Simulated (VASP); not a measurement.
# Ga2O3 (Immm) in VASP: further runs

Ga2O3 is run at these levels: PBE; tasks: single point, relaxation of cell and atoms.

All numbers are computed with VASP 6.6.1; they aren't measurements. Logs are shortened: lines on timing, memory, paths and dates and some standing lists are left out, and cuts for length are marked.

### Step 1. The cell of the first run

Symmetry: Immm, No. 71, orthorhombic system. Conventional cell: a = 2.939 Å, b = 3.926 Å, c = 9.285 Å, α = 90.00°, β = 90.00°, γ = 90.00°. Ga (site symmetry mm2) has 6 O at 2.00 to 2.05 Å within 2.7 Å. Within 2.8 Å of O (site symmetry mmm) lie 4 Ga at 2.05 Å and 2 O at 2.79 Å. Within 2.8 Å of O (site symmetry mm2) lie 4 Ga at 2.00 to 2.01 Å and 5 O at 2.63 to 2.79 Å.

The cell was generated, and may not be a known phase.

### Step 2. Single point, PBE

INCAR reads:

```
SYSTEM = Ga2O3
PREC = Accurate
ENCUT = 520
EDIFF = 1E-6
ISMEAR = 0
SIGMA = 0.02
LREAL = .False.
LASPH = .True.
NELM = 100
ALGO = Normal
ISIF = 2
LWAVE = .False.
LCHARG = .False.
GGA = PE
NBANDS = 30
```

KPOINTS reads:

```
Automatic mesh
0
Gamma
  12 12 12
  0 0 0
```

POSCAR reads:

```
Ga2O3
1.0
   -1.4694742516      1.9631240620      4.6425676377
    1.4694742516     -1.9631240620      4.6425676377
    1.4694742516      1.9631240620     -4.6425676377
Ga O
2 3
Direct
    0.6542534191      0.6542534191      0.0000000000
    0.3457465809      0.3457465809      0.0000000000
    0.5000000000      0.0000000000      0.5000000000
    0.1990047914      0.6990047914      0.5000000000
    0.8009952086      0.3009952086      0.5000000000
```

Potentials or basis: VASP PAW PBE potentials, release 64 (Ga_d, O).

On the command line:

```
$ cat potpaw_PBE.64/Ga_d/POTCAR potpaw_PBE.64/O/POTCAR > POTCAR
$ mpirun -np 1 vasp_std > vasp.out
```

OUTCAR:

```text
SYSTEM = Ga2O3
   PREC = Accurate
   ENCUT = 520
   EDIFF = 1E-6
   ISMEAR = 0
   LREAL = .False.
   LASPH = .True.
   NELM = 100
   ISIF = 2
   GGA = PE

 ion  position               nearest neighbor table
   1  0.654  0.654  0.000-   5 2.00   5 2.00   4 2.01   4 2.01   3 2.05   3 2.05   2 2.86
   2  0.346  0.346  0.000-   4 2.00   4 2.00   5 2.01   5 2.01   3 2.05   3 2.05   1 2.86
   3  0.500  0.000  0.500-   1 2.05   2 2.05   1 2.05   2 2.05
   4  0.199  0.699  0.500-   2 2.00   2 2.00   1 2.01   1 2.01
   5  0.801  0.301  0.500-   1 2.00   1 2.00   2 2.01   2 2.01

  LATTYP: Found a body centered orthorhombic cell.
 ALAT       =     2.9389485032
 B/A-ratio  =     1.3359363458
 C/A-ratio  =     3.1593392213

  Lattice vectors:

 A1 = (  -1.4694742516,   1.9631240620,   4.6425676377)
 A2 = (   1.4694742516,  -1.9631240620,   4.6425676377)
 A3 = (   1.4694742516,   1.9631240620,  -4.6425676377)

Analysis of symmetry for initial positions (statically):
=====================================================================
 Subroutine PRICEL returns:
 Original cell was already a primitive cell.

 Routine SETGRP: Setting up the symmetry group for a
 body centered orthorhombic supercell.

 Subroutine GETGRP returns: Found  8 space group operations
 (whereof  8 operations were pure point group operations)
 out of a pool of  8 trial point group operations.

The static configuration has the point symmetry D_2h.

Analysis of symmetry for dynamics (positions and initial velocities):
=====================================================================
 Subroutine PRICEL returns:
 Original cell was already a primitive cell.

 Routine SETGRP: Setting up the symmetry group for a
 body centered orthorhombic supercell.

 Subroutine GETGRP returns: Found  8 space group operations
 (whereof  8 operations were pure point group operations)
 out of a pool of  8 trial point group operations.

The dynamic configuration has the point symmetry D_2h.

 Subroutine INISYM returns: Found  8 space group operations
 (whereof  8 operations are pure point group operations),
 and found     1 'primitive' translations

----------------------------------------------------------------------------------------

                                     Primitive cell

  volume of cell :      53.5708

  direct lattice vectors                    reciprocal lattice vectors
    -1.469474252  1.963124062  4.642567638     0.000000000  0.254696078  0.107699023
     1.469474252 -1.963124062  4.642567638     0.340257748  0.000000000  0.107699023
     1.469474252  1.963124062 -4.642567638     0.340257748  0.254696078  0.000000000

  length of vectors
     5.250394740  5.250394740  5.250394740     0.276530599  0.356895524  0.425024032

  position of ions in fractional coordinates (direct lattice)
     0.654253419  0.654253419  0.000000000
     0.345746581  0.345746581  0.000000000
     0.500000000  0.000000000  0.500000000
     0.199004791  0.699004791  0.500000000
     0.800995209  0.300995209  0.500000000

  ion indices of the primitive-cell ions
   primitive index   ion index
                 1           1
                 2           2
                 3           3
                 4           4
                 5           5

----------------------------------------------------------------------------------------

 KPOINTS: Automatic mesh

Automatic generation of k-mesh.
 Grid dimensions read from file:
 generate k-points for:   12   12   12

 Generating k-lattice:

  Cartesian coordinates                     Fractional coordinates (reciprocal lattice)
     0.000000000  0.021224673  0.008974919     0.083333333  0.000000000 -0.000000000
     0.028354812  0.000000000  0.008974919     0.000000000  0.083333333  0.000000000
     0.028354812  0.021224673  0.000000000    -0.000000000  0.000000000  0.083333333

  Length of vectors
     0.023044217  0.029741294  0.035418669

  Shift w.r.t. Gamma in fractional coordinates (k-lattice)
     0.000000000  0.000000000  0.000000000

 Subroutine IBZKPT returns following result:
 ===========================================

 Found    280 irreducible k-points:

 Following reciprocal coordinates:
            Coordinates               Weight
  0.000000  0.000000  0.000000      1.000000
  0.083333 -0.000000  0.000000      4.000000
  0.166667 -0.000000  0.000000      4.000000
  0.250000 -0.000000  0.000000      4.000000
  0.333333  0.000000  0.000000      4.000000
  0.416667 -0.000000  0.000000      4.000000
[... 16 lines left out ...]
  0.250000  0.166667  0.000000      8.000000
  0.333333  0.166667  0.000000      8.000000
 [... further k-points ...]
   k-points           NKPTS =    280   k-points in BZ     NKDIM =    280   number of bands    NBANDS=     30
   number of dos      NEDOS =    301   number of ions     NIONS =      5
   total plane-waves  NPLWV =  64000
   dimension x,y,z NGX =    40 NGY =   40 NGZ =   40
   dimension x,y,z NGXF=    80 NGYF=   80 NGZF=   80
   ions per type =               2   3
   NGX,Y,Z   is equivalent  to a cutoff of  12.67, 12.67, 12.67 a.u.
   NGXF,Y,Z  is equivalent  to a cutoff of  25.33, 25.33, 25.33 a.u.
 SYSTEM =  Ga2O3
   PREC   = accura    normal or accurate (medium, high low for compatibility)
   ISTART =      0    job   : 0-new  1-cont  2-samecut
   ICHARG =      2    charge: 1-file 2-atom 10-const
   ISPIN  =      1    spin polarized calculation?
   LNONCOLLINEAR =      F non collinear calculations
   LSORBIT =      F    spin-orbit coupling
   LASPH  =      T    aspherical Exc in radial PAW
   ENCUT  =  520.0 eV  38.22 Ry    6.18 a.u.   9.76  9.76  9.76*2*pi/ulx,y,z
   NELM   =    100;   NELMIN=  2; NELMDL= -5     # of ELM steps
   EDIFF  = 0.1E-05   stopping-criterion for ELM
   LREAL  =      F    real-space projection
   EDIFFG = 0.1E-04   stopping-criterion for IOM
   NSW    =      0    number of steps for IOM
   IBRION =     -1    ionic relax: 0-MD 1-quasi-New 2-CG
   NFREE  =      0    steps in history (QN), initial steepest desc. (CG)
   ISIF   =      2    stress and relaxation
   ISYM   =      2    0-nonsym 1-usesym 2-fastsym
   POTIM  = 0.5000    time-step for ionic-motion
   TEBEG  =    0.0;   TEEND  =   0.0 temperature during run
   PSTRESS=    0.0 pullay stress
   NELECT =      44.0000    total number of electrons
   NUPDOWN=      -1.0000    fix difference up-down
   EMIN   =  10.00;   EMAX   =-10.00  energy-range for DOS
   EFERMI =   0.00;   METHOD = LEGACY
   ISMEAR =     0;   SIGMA  =   0.02  broadening in eV -4-tet -1-fermi 0-gaus
   EFERMI_NEDOS =   21; number of points for ismear=-14 and -15
   IALGO  =     38    algorithm
   IMIX   =      4    mixing-type and parameters
     AMIX     =   0.40;   BMIX     =  1.00
     AMIX_MAG =   1.60;   BMIX_MAG =  1.00
  volume/ion in A,a.u.               =      10.71        72.30
  Fermi-wavevector in a.u.,A,eV,Ry     =   1.533144  2.897223 31.980927  2.350532
  Thomas-Fermi vector in A             =   2.640252
   LORBIT       =      0    0 simple, 1 ext, 2 COOP (PROOUT), +10 PAW based schemes
   GGA     = PE    functional components
   LHFCALC =     F    Hartree Fock is set to
   AEXX    =    0.0000 exact exchange contribution
   IVDW    =     0    specifies the selected vdW correction
   LEPSILON=     F    determine dielectric tensor
   LRPA    =     F    only Hartree local field effects (RPA)
 non-spin polarized calculation
 Gauss-broadening in eV      SIGMA  =   0.02
  energy-cutoff  :      520.00
  volume of cell :       53.57
 maximum number of plane-waves:      1464
   NGX = 19   NGY = 19   NGZ = 19

 number of electron      44.0000006 magnetization

 Free energy of the ion-electron system (eV)
  ---------------------------------------------------
  ext. energy  EPLUGINS =         0.00000000
  ---------------------------------------------------
  free energy    TOTEN  =       -29.21917344 eV

  energy without entropy =      -29.21917344  energy(sigma->0) =      -29.21917344

 E-fermi :   3.5307     XC(G=0): -11.4399

 val. band max:        3.4242558223   @ k =  -0.1667  -0.1667   0.1667
 cond. band min:       5.4855000475   @ k =   0.0000   0.0000   0.0000
 fundamental gap:      2.0612442251
 Fermi energy:         3.5306730822

 k-point     1 :       0.0000    0.0000    0.0000
  band No.  band energies     occupation
      1     -15.3687      2.00000
      2     -13.4777      2.00000
      3     -13.3160      2.00000
      4      -9.3643      2.00000
      5      -9.3342      2.00000
      6      -9.3341      2.00000
[... 22 lines left out ...]
     29      16.3603      0.00000
     30      17.9684      0.00000

 k-point     2 :       0.0833   -0.0000    0.0000
  band No.  band energies     occupation
      1     -15.3293      2.00000
      2     -13.4843      2.00000
      3     -13.3261      2.00000
      4      -9.3643      2.00000
      5      -9.3364      2.00000
      6      -9.3360      2.00000
[... 22 lines left out ...]
     29      16.2754      0.00000
     30      17.8151      0.00000

 k-point     3 :       0.1667   -0.0000    0.0000
  band No.  band energies     occupation
      1     -15.2133      2.00000
      2     -13.5095      2.00000
      3     -13.3543      2.00000
      4      -9.3639      2.00000
      5      -9.3535      2.00000
      6      -9.3446      2.00000
[... 22 lines left out ...]
     29      16.1837      0.00000
     30      17.4744      0.00000

 k-point     4 :       0.2500   -0.0000    0.0000
  band No.  band energies     occupation
      1     -15.0300      2.00000
      2     -13.5755      2.00000
      3     -13.3879      2.00000
      4      -9.3722      2.00000
      5      -9.3630      2.00000
      6      -9.3606      2.00000
[... 616 lines left out ...]
     29      15.8286      0.00000
     30      16.7591      0.00000

 k-point    23 :       0.2500    0.1667    0.0000
  band No.  band energies     occupation
      1     -14.7527      2.00000
      2     -13.6126      2.00000
      3     -13.4002      2.00000
      4      -9.3882      2.00000
      5      -9.3627      2.00000
      6      -9.3243      2.00000
[... 22 lines left out ...]
     29      15.9054      0.00000
     30      16.5556      0.00000

 k-point    24 :       0.3333    0.1667    0.0000
  band No.  band energies     occupation
      1     -14.5245      2.00000
      2     -13.7155      2.00000
      3     -13.4244      2.00000
      4      -9.3975      2.00000
      5      -9.3632      2.00000
      6      -9.3256      2.00000
[... 22 lines left out ...]
     29      15.9769      0.00000
     30      16.3305      0.00000

 [... further k-points ...]

------------------------ aborting loop because EDIFF is reached ----------------------------------------

  FORCE on cell =-STRESS in cart. coord.  units (eV):
  Direction    XX          YY          ZZ          XY          YZ          ZX
  --------------------------------------------------------------------------------------
  -------------------------------------------------------------------------------------
  Total        0.3925819      0.2644141      0.3463052     -0.0000000      0.0000000      0.0000000
  in kB       11.7412098      7.9080111     10.3571830     -0.0000000      0.0000000      0.0000000
  external PRESSURE =      10.0021347 kB  Pullay stress =       0.0000000 kB

 VOLUME and BASIS-vectors are now :
 -----------------------------------------------------------------------------
  energy-cutoff  :      520.00
  volume of cell :       53.57
      direct lattice vectors                 reciprocal lattice vectors
    -1.469474252  1.963124062  4.642567638     0.000000000  0.254696078  0.107699023
     1.469474252 -1.963124062  4.642567638     0.340257748  0.000000000  0.107699023
     1.469474252  1.963124062 -4.642567638     0.340257748  0.254696078  0.000000000

 POSITION                                       TOTAL-FORCE (eV/Angst)
 -----------------------------------------------------------------------------------
      0.00000      0.00000      6.07483        -0.000000      0.000000     -0.030383
      0.00000      0.00000      3.21030        -0.000000     -0.000000      0.030383
      0.00000      1.96312      0.00000        -0.000000      0.000000      0.000000
      1.46947      0.00000      1.84779         0.000000     -0.000000     -0.054685
      0.00000      1.96312      2.79478        -0.000000     -0.000000      0.054685
 -----------------------------------------------------------------------------------
    total drift:                                0.000000     -0.000000      0.000000

  FREE ENERGIE OF THE ION-ELECTRON SYSTEM (eV)
  ---------------------------------------------------
  free  energy   TOTEN  =       -29.2191734377 eV

  energy  without entropy=      -29.2191734377  energy(sigma->0) =      -29.21917344
```

Wall time 15 min (1 thread of Oxide Virtual Turin-like, shared host); peak memory 0.46 GiB.

Results:

* Free energy: -29.2192 eV
* Pressure: 1.0 GPa
* Largest force: 0.055 eV/Å
* Band gap on the k mesh: 2.06 eV

Forces in eV/Å, atoms in the order of the input:
```
Ga   0.000  0.000 -0.030
Ga   0.000  0.000  0.030
O    0.000  0.000  0.000
O    0.000  0.000 -0.055
O    0.000  0.000  0.055
```

Stress tensor (GPa, compression positive):
```
1.17 0.00 0.00
0.00 0.79 0.00
0.00 0.00 1.04
```

A k mesh can miss the band edges.

(Continued in part 2 of 2.)
